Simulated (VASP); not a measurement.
# MgO (Fm-3m) in VASP: further runs

Runs on MgO. Level: PBE. Tasks: single point, relaxation of cell and atoms.

All numbers are computed with VASP 6.6.1; they aren't measurements. Logs are shortened: lines on timing, memory, paths and dates and some standing lists are left out, and cuts for length are marked.

**Measured values to compare with.**

From “Electronic structure of alkaline earth and post-transition metal oxides”, 2009, arxiv:0908.1581, for a bulk crystal of MgO: band gap 7.83 eV.

The runs below are set against these values where they give the same quantity.

## (1) The cell of the first run

Symmetry: Fm-3m, No. 225, cubic system. Conventional cell: a = 4.254 Å, b = 4.254 Å, c = 4.254 Å, α = 90.00°, β = 90.00°, γ = 90.00°. Within 2.8 Å of Mg (site symmetry m-3m) lie 6 O at 2.13 Å. O (site symmetry m-3m) has 6 Mg at 2.13 Å within 2.8 Å.

## (2) Single point, PBE

Contents of INCAR:

```
ALGO     = Normal         # electronic algorithm
EDIFF    = 1E-7           # SCF threshold, eV
ENCUT    = 520            # plane-wave cutoff, eV
GGA      = PE             # functional
ISIF     = 2              # what is computed and relaxed
ISMEAR   = -1             # smearing method
LASPH    = True           # aspherical terms in the spheres
LCHARG   = True           # write CHGCAR
LELF     = True           # ELF
LREAL    = False          # projectors in reciprocal space
LVHAR    = True         
LWAVE    = False          # write WAVECAR
NBANDS   = 11             # bands
NELM     = 60             # most SCF steps
PREC     = Accurate       # precision mode
SIGMA    = 0.1            # smearing width, eV
```

Contents of KPOINTS:

```
k-points
0
Gamma
  7 7 7
```

Contents of POSCAR:

```
MgO
1.0
    0.0000000000      2.1269549316      2.1269549316
    2.1269549316      0.0000000000      2.1269549316
    2.1269549316      2.1269549316      0.0000000000
Mg O
1 1
Direct
    0.0000000000      0.0000000000      0.0000000000
    0.5000000000      0.5000000000      0.5000000000
```

Potentials or basis: VASP PAW PBE potentials, release 64 (Mg, O).

On the command line:

```
cat potpaw_PBE.64/Mg/POTCAR potpaw_PBE.64/O/POTCAR > POTCAR
mpirun -np 1 vasp_std > vasp.out
```

OUTCAR:

```text
EDIFF = 1E-7
   ENCUT = 520
   GGA = PE
   ISIF = 2
   ISMEAR = -1
   LASPH = True
   LREAL = False
   NELM = 60
   PREC = Accurate

 ion  position               nearest neighbor table
   1  0.000  0.000  0.000-   2 2.13   2 2.13   2 2.13   2 2.13   2 2.13   2 2.13
   2  0.500  0.500  0.500-   1 2.13   1 2.13   1 2.13   1 2.13   1 2.13   1 2.13

  LATTYP: Found a face centered cubic cell.
 ALAT       =     4.2539098632

  Lattice vectors:

 A1 = (   0.0000000000,   2.1269549316,   2.1269549316)
 A2 = (   2.1269549316,   0.0000000000,   2.1269549316)
 A3 = (   2.1269549316,   2.1269549316,   0.0000000000)

Analysis of symmetry for initial positions (statically):
=====================================================================
 Subroutine PRICEL returns:
 Original cell was already a primitive cell.

 Routine SETGRP: Setting up the symmetry group for a
 face centered cubic supercell.

 Subroutine GETGRP returns: Found 48 space group operations
 (whereof 48 operations were pure point group operations)
 out of a pool of 48 trial point group operations.

The static configuration has the point symmetry O_h .

Analysis of symmetry for dynamics (positions and initial velocities):
=====================================================================
 Subroutine PRICEL returns:
 Original cell was already a primitive cell.

 Routine SETGRP: Setting up the symmetry group for a
 face centered cubic supercell.

 Subroutine GETGRP returns: Found 48 space group operations
 (whereof 48 operations were pure point group operations)
 out of a pool of 48 trial point group operations.

The dynamic configuration has the point symmetry O_h .

 Subroutine INISYM returns: Found 48 space group operations
 (whereof 48 operations are pure point group operations),
 and found     1 'primitive' translations

----------------------------------------------------------------------------------------

                                     Primitive cell

  volume of cell :      19.2444

  direct lattice vectors                    reciprocal lattice vectors
     0.000000000  2.126954932  2.126954932    -0.235077854  0.235077854  0.235077854
     2.126954932  0.000000000  2.126954932     0.235077854 -0.235077854  0.235077854
     2.126954932  2.126954932  0.000000000     0.235077854  0.235077854 -0.235077854

  length of vectors
     3.007968511  3.007968511  3.007968511     0.407166786  0.407166786  0.407166786

  position of ions in fractional coordinates (direct lattice)
     0.000000000  0.000000000  0.000000000
[... 80 lines left out ...]
   ISYM   =      2    0-nonsym 1-usesym 2-fastsym
   POTIM  = 0.5000    time-step for ionic-motion
   TEBEG  =    0.0;   TEEND  =   0.0 temperature during run
   PSTRESS=    0.0 pullay stress
   NELECT =       8.0000    total number of electrons
   NUPDOWN=      -1.0000    fix difference up-down
   EMIN   =  10.00;   EMAX   =-10.00  energy-range for DOS
   EFERMI =   0.00;   METHOD = LEGACY
   ISMEAR =    -1;   SIGMA  =   0.10  broadening in eV -4-tet -1-fermi 0-gaus
   EFERMI_NEDOS =   21; number of points for ismear=-14 and -15
   IALGO  =     38    algorithm
   IMIX   =      4    mixing-type and parameters
     AMIX     =   0.40;   BMIX     =  1.00
     AMIX_MAG =   1.60;   BMIX_MAG =  1.00
  volume/ion in A,a.u.               =       9.62        64.93
  Fermi-wavevector in a.u.,A,eV,Ry     =   1.221809  2.308884 20.311001  1.492816
  Thomas-Fermi vector in A             =   2.356978
   LORBIT       =      0    0 simple, 1 ext, 2 COOP (PROOUT), +10 PAW based schemes
   GGA     = PE    functional components
   LHFCALC =     F    Hartree Fock is set to
   AEXX    =    0.0000 exact exchange contribution
   IVDW    =     0    specifies the selected vdW correction
   LEPSILON=     F    determine dielectric tensor
   LRPA    =     F    only Hartree local field effects (RPA)
 non-spin polarized calculation
  energy-cutoff  :      520.00
  volume of cell :       19.24
 maximum number of plane-waves:       531
   NGX = 11   NGY = 11   NGZ = 11

 number of electron       8.0000004 magnetization

 Free energy of the ion-electron system (eV)
  ---------------------------------------------------
  ext. energy  EPLUGINS =         0.00000000
  ---------------------------------------------------
  free energy    TOTEN  =       -11.91163334 eV

  energy without entropy =      -11.91163334  energy(sigma->0) =      -11.91163334

 E-fermi :   5.1319     XC(G=0): -10.9390

 val. band max:        2.9679668234   @ k =   0.0000   0.0000   0.0000
 cond. band min:       7.4111398940   @ k =   0.0000   0.0000   0.0000
 fundamental gap:      4.4431730706
 Fermi energy:         5.1318707410

 k-point     1 :       0.0000    0.0000    0.0000
  band No.  band energies     occupation
      1     -14.1461      2.00000
      2       2.9680      2.00000
      3       2.9680      2.00000
      4       2.9680      2.00000
      5       7.4111      0.00000
      6      18.5993      0.00000
      7      18.5993      0.00000
      8      18.5993      0.00000
      9      22.4387      0.00000
     10      24.1787      0.00000
     11      24.1787      0.00000
[... 253 lines left out ...]
 k-point    20 :      -0.2857    0.4286    0.1429
  band No.  band energies     occupation
      1     -12.6639      2.00000
      2      -0.0795      2.00000
      3       0.1177      2.00000
      4       1.5590      2.00000
      5      13.7198      0.00000
      6      14.7815      0.00000
      7      14.8094      0.00000
      8      18.7553      0.00000
      9      23.1665      0.00000
     10      25.4434      0.00000
     11      29.3691      0.00000

------------------------ aborting loop because EDIFF is reached ----------------------------------------

  FORCE on cell =-STRESS in cart. coord.  units (eV):
  Direction    XX          YY          ZZ          XY          YZ          ZX
  --------------------------------------------------------------------------------------
  -------------------------------------------------------------------------------------
  Total       -0.0895324     -0.0895324     -0.0895324      0.0000000      0.0000000      0.0000000
  in kB       -7.4539401     -7.4539401     -7.4539401      0.0000000      0.0000000      0.0000000
  external PRESSURE =      -7.4539401 kB  Pullay stress =       0.0000000 kB

 VOLUME and BASIS-vectors are now :
 -----------------------------------------------------------------------------
  energy-cutoff  :      520.00
  volume of cell :       19.24
      direct lattice vectors                 reciprocal lattice vectors
     0.000000000  2.126954932  2.126954932    -0.235077854  0.235077854  0.235077854
     2.126954932  0.000000000  2.126954932     0.235077854 -0.235077854  0.235077854
     2.126954932  2.126954932  0.000000000     0.235077854  0.235077854 -0.235077854

 POSITION                                       TOTAL-FORCE (eV/Angst)
 -----------------------------------------------------------------------------------
      0.00000      0.00000      0.00000         0.000000      0.000000      0.000000
      2.12695      2.12695      2.12695        -0.000000     -0.000000     -0.000000
 -----------------------------------------------------------------------------------
    total drift:                               -0.000000     -0.000000      0.000000

  FREE ENERGIE OF THE ION-ELECTRON SYSTEM (eV)
  ---------------------------------------------------
  free  energy   TOTEN  =       -11.9116333387 eV

  energy  without entropy=      -11.9116333386  energy(sigma->0) =      -11.91163334
```

OSZICAR:

```text
N       E                     dE             d eps       ncg     rms          rms(c)
DAV:   1     0.144920757368E+02    0.14492E+02   -0.46194E+03   504   0.651E+02
DAV:   2    -0.129286440101E+02   -0.27421E+02   -0.26860E+02   525   0.135E+02
DAV:   3    -0.134671529511E+02   -0.53851E+00   -0.53810E+00   521   0.169E+01
DAV:   4    -0.134683900789E+02   -0.12371E-02   -0.12371E-02   485   0.952E-01
DAV:   5    -0.134683942441E+02   -0.41652E-05   -0.41652E-05   509   0.539E-02    0.719E+00
DAV:   6    -0.119313093450E+02    0.15371E+01   -0.90297E+00   461   0.163E+01    0.227E+00
DAV:   7    -0.119176543643E+02    0.13655E-01   -0.59089E-02   473   0.215E+00    0.135E+00
DAV:   8    -0.119120297427E+02    0.56246E-02   -0.29637E-02   455   0.192E+00    0.244E-01
DAV:   9    -0.119116443688E+02    0.38537E-03   -0.56718E-04   497   0.167E-01    0.138E-01
DAV:  10    -0.119116314180E+02    0.12951E-04   -0.48926E-04   473   0.165E-01    0.758E-03
DAV:  11    -0.119116334686E+02   -0.20506E-05   -0.31164E-06   518   0.138E-02    0.585E-03
DAV:  12    -0.119116333486E+02    0.12006E-06   -0.67877E-07   488   0.617E-03    0.571E-04
DAV:  13    -0.119116333387E+02    0.99159E-08   -0.58757E-08   253   0.140E-03
   1 F= -.11911633E+02 E0= -.11911633E+02  d E =-.596442E-10
```

Wall time 9.8 s (1 thread of Intel Xeon 8259CL, shared host); peak memory 0.13 GiB.

What came out:

| Quantity | Value |
| --- | --- |
| Free energy | -11.9116 eV |
| Pressure | -0.7 GPa |
| Band gap on the k mesh | 4.44 eV, direct |

## (3) Relaxation of cell and atoms, PBE

This run uses another cell than the first one, of 10.01 Å³/atom, 1.040 times its volume.

Contents of INCAR:

```
SYSTEM = MgO
PREC = Accurate
ENCUT = 600
EDIFF = 1E-6
ISMEAR = -1
SIGMA = 0.1
LREAL = .False.
LASPH = .True.
NELM = 60
ALGO = Normal
ISIF = 3
LWAVE = .False.
LCHARG = .False.
GGA = PE
IBRION = 2
NSW = 60
EDIFFG = -0.01
```

Contents of KPOINTS:

```
Automatic mesh
0
Gamma
  7 7 7
  0 0 0
```

Contents of POSCAR:

```
MgO
1.0
    0.0000000000      2.1550371600      2.1550371600
    2.1550371600      0.0000000000      2.1550371600
    2.1550371600      2.1550371600      0.0000000000
Mg O
1 1
Direct
    0.0000000000      0.0000000000      0.0000000000
    0.5000000000      0.5000000000      0.5000000000
```

Potentials or basis: VASP PAW PBE potentials, release 64 (Mg, O).

On the command line:

```
cat potpaw_PBE.64/Mg/POTCAR potpaw_PBE.64/O/POTCAR > POTCAR
mpirun -np 1 vasp_std > vasp.out
```

OUTCAR:

```text
SYSTEM = MgO
   PREC = Accurate
   ENCUT = 600
   EDIFF = 1E-6
   ISMEAR = -1
   LREAL = .False.
   LASPH = .True.
   NELM = 60
   ISIF = 3
   GGA = PE
   IBRION = 2
   NSW = 60
   EDIFFG = -0.01

 ion  position               nearest neighbor table
   1  0.000  0.000  0.000-   2 2.16   2 2.16   2 2.16   2 2.16   2 2.16   2 2.16
   2  0.500  0.500  0.500-   1 2.16   1 2.16   1 2.16   1 2.16   1 2.16   1 2.16

  LATTYP: Found a face centered cubic cell.
 ALAT       =     4.3100743200

  Lattice vectors:

 A1 = (   0.0000000000,   2.1550371600,   2.1550371600)
 A2 = (   2.1550371600,   0.0000000000,   2.1550371600)
 A3 = (   2.1550371600,   2.1550371600,   0.0000000000)

Analysis of symmetry for initial positions (statically):
=====================================================================
 Subroutine PRICEL returns:
 Original cell was already a primitive cell.

 Routine SETGRP: Setting up the symmetry group for a
 face centered cubic supercell.

 Subroutine GETGRP returns: Found 48 space group operations
 (whereof 48 operations were pure point group operations)
 out of a pool of 48 trial point group operations.

The static configuration has the point symmetry O_h .

Analysis of symmetry for dynamics (positions and initial velocities):
=====================================================================
 Subroutine PRICEL returns:
 Original cell was already a primitive cell.

 Routine SETGRP: Setting up the symmetry group for a
 face centered cubic supercell.

 Subroutine GETGRP returns: Found 48 space group operations
 (whereof 48 operations were pure point group operations)
 out of a pool of 48 trial point group operations.

The dynamic configuration has the point symmetry O_h .

 Subroutine INISYM returns: Found 48 space group operations
[... 97 lines left out ...]
   NFREE  =      1    steps in history (QN), initial steepest desc. (CG)
   ISIF   =      3    stress and relaxation
   ISYM   =      2    0-nonsym 1-usesym 2-fastsym
   POTIM  = 0.5000    time-step for ionic-motion
   TEBEG  =    0.0;   TEEND  =   0.0 temperature during run
   PSTRESS=    0.0 pullay stress
   NELECT =       8.0000    total number of electrons
   NUPDOWN=      -1.0000    fix difference up-down
   EMIN   =  10.00;   EMAX   =-10.00  energy-range for DOS
   EFERMI =   0.00;   METHOD = LEGACY
   ISMEAR =    -1;   SIGMA  =   0.10  broadening in eV -4-tet -1-fermi 0-gaus
   EFERMI_NEDOS =   21; number of points for ismear=-14 and -15
   IALGO  =     38    algorithm
   IMIX   =      4    mixing-type and parameters
     AMIX     =   0.40;   BMIX     =  1.00
     AMIX_MAG =   1.60;   BMIX_MAG =  1.00
  volume/ion in A,a.u.               =      10.01        67.54
  Fermi-wavevector in a.u.,A,eV,Ry     =   1.205887  2.278797 19.785106  1.454164
  Thomas-Fermi vector in A             =   2.341571
   LORBIT       =      0    0 simple, 1 ext, 2 COOP (PROOUT), +10 PAW based schemes
   GGA     = PE    functional components
   LHFCALC =     F    Hartree Fock is set to
   AEXX    =    0.0000 exact exchange contribution
   IVDW    =     0    specifies the selected vdW correction
   LEPSILON=     F    determine dielectric tensor
   LRPA    =     F    only Hartree local field effects (RPA)
 conjugate gradient relaxation of ions
 non-spin polarized calculation
  energy-cutoff  :      600.00
  volume of cell :       20.02
 maximum number of plane-waves:       676
   NGX = 13   NGY = 13   NGZ = 13

--------------------------------------- Ionic step        1  -------------------------------------------

 number of electron       7.9999998 magnetization

 Free energy of the ion-electron system (eV)
  ---------------------------------------------------
  ext. energy  EPLUGINS =         0.00000000
  ---------------------------------------------------
  free energy    TOTEN  =       -11.89834495 eV

  energy without entropy =      -11.89834495  energy(sigma->0) =      -11.89834495

------------------------ aborting loop because EDIFF is reached ----------------------------------------

  FORCE on cell =-STRESS in cart. coord.  units (eV):
  Direction    XX          YY          ZZ          XY          YZ          ZX
  --------------------------------------------------------------------------------------
  -------------------------------------------------------------------------------------
  Total       -0.8006960     -0.8006960     -0.8006960      0.0000000      0.0000000      0.0000000
  in kB      -64.0890710    -64.0890710    -64.0890710      0.0000000      0.0000000      0.0000000
  external PRESSURE =     -64.0890710 kB  Pullay stress =       0.0000000 kB
[... 59 lines left out ...]
--------------------------------------- Ionic step        3  -------------------------------------------

 number of electron       8.0000005 magnetization

 Free energy of the ion-electron system (eV)
  ---------------------------------------------------
  ext. energy  EPLUGINS =         0.00000000
  ---------------------------------------------------
  free energy    TOTEN  =       -11.91705938 eV

  energy without entropy =      -11.91705938  energy(sigma->0) =      -11.91705938

 E-fermi :   5.1226     XC(G=0): -10.9705

 val. band max:        3.0155305602   @ k =   0.0000   0.0000   0.0000
 cond. band min:       7.5244324508   @ k =   0.0000   0.0000   0.0000
 fundamental gap:      4.5089018906
 Fermi energy:         5.1226293300

 k-point     1 :       0.0000    0.0000    0.0000
  band No.  band energies     occupation
      1     -14.1313      2.00000
      2       3.0155      2.00000
      3       3.0155      2.00000
      4       3.0155      2.00000
      5       7.5244      0.00000
      6      18.6885      0.00000
      7      18.6885      0.00000
      8      18.6885      0.00000
[... 236 lines left out ...]
  FREE ENERGIE OF THE ION-ELECTRON SYSTEM (eV)
  ---------------------------------------------------
  free  energy   TOTEN  =       -11.9170593847 eV

  energy  without entropy=      -11.9170593846  energy(sigma->0) =      -11.91705938

 reached required accuracy - stopping structural energy minimisation
```

OSZICAR:

```text
N       E                     dE             d eps       ncg     rms          rms(c)
DAV:   1     0.225911948923E+02    0.22591E+02   -0.49859E+03   344   0.981E+02
DAV:   2    -0.128173947453E+02   -0.35409E+02   -0.32852E+02   400   0.161E+02
DAV:   3    -0.134520599406E+02   -0.63467E+00   -0.63467E+00   376   0.252E+01
[... 19 lines left out ...]
DAV:   1    -0.119253702369E+02   -0.96984E-02   -0.17941E-01   320   0.433E+00    0.689E-01
DAV:   2    -0.119171839430E+02    0.81863E-02   -0.59796E-02   320   0.180E+00    0.655E-02
DAV:   3    -0.119170991830E+02    0.84760E-04   -0.50443E-04   328   0.279E-01    0.413E-02
DAV:   4    -0.119170602468E+02    0.38936E-04   -0.45554E-05   328   0.747E-02    0.933E-03
DAV:   5    -0.119170593847E+02    0.86204E-06   -0.52943E-06   320   0.179E-02
   3 F= -.11917059E+02 E0= -.11917059E+02  d E =-.187144E-01
```

CONTCAR:

```text
MgO
   1.00000000000000
     0.0000000000000000    2.1221159516445596    2.1221159516445596
     2.1221159516445596   -0.0000000000000000    2.1221159516445596
     2.1221159516445596    2.1221159516445596    0.0000000000000000
  Mg              O
     1     1
Direct
     0.0000000000000000    0.0000000000000000    0.0000000000000000
     0.5000000000000000    0.5000000000000000    0.5000000000000000

  0.00000000E+00  0.00000000E+00  0.00000000E+00
  0.00000000E+00  0.00000000E+00  0.00000000E+00
```

It took 15 s on 1 thread of Intel Xeon 8259CL, shared host; peak memory 0.14 GiB.

What came out:

* Free energy: -11.9171 eV
* Relaxed volume: 9.56 Å³/atom
* Relaxed cell: a = 3.001 Å, b = 3.001 Å, c = 3.001 Å, α = 60.00°, β = 60.00°, γ = 60.00°
* Space group after relaxing (to 0.05 Å): Fm-3m (No. 225)
* Energy gained by relaxing: 9.4 meV/atom
* Ionic steps: 3
* Pressure after relaxing: 0.0 GPa
* Band gap on the k mesh: 4.51 eV, direct

Step by step:
```tsv
step	energy change (eV)	largest force (eV/Å)	pressure (GPa)	volume (Å³)
1	0.0000	0.0000	-6.41	20.02
2	-0.0173	0.0000	1.92	18.88
3	-0.0187	0.0000	0.00	19.11
```

Final structure:
```
Mg O
1.0
     0.00000    2.12212    2.12212
     2.12212    0.00000    2.12212
     2.12212    2.12212    0.00000
Mg O
1 1
Direct
  0.00000 0.00000 0.00000
  0.50000 0.50000 0.50000
```

## (4) Comparison with measurements

Step 2. Measured gap of MgO: 7.83 eV (quoted in “Electronic structure of alkaline earth and post-transition metal oxides”, 2009, arxiv:0908.1581). This calculation gives 4.44 eV (-3.39 eV). The value is that of PBE, without temperature or zero-point motion. Semilocal functionals fall short of measured gaps as a rule.
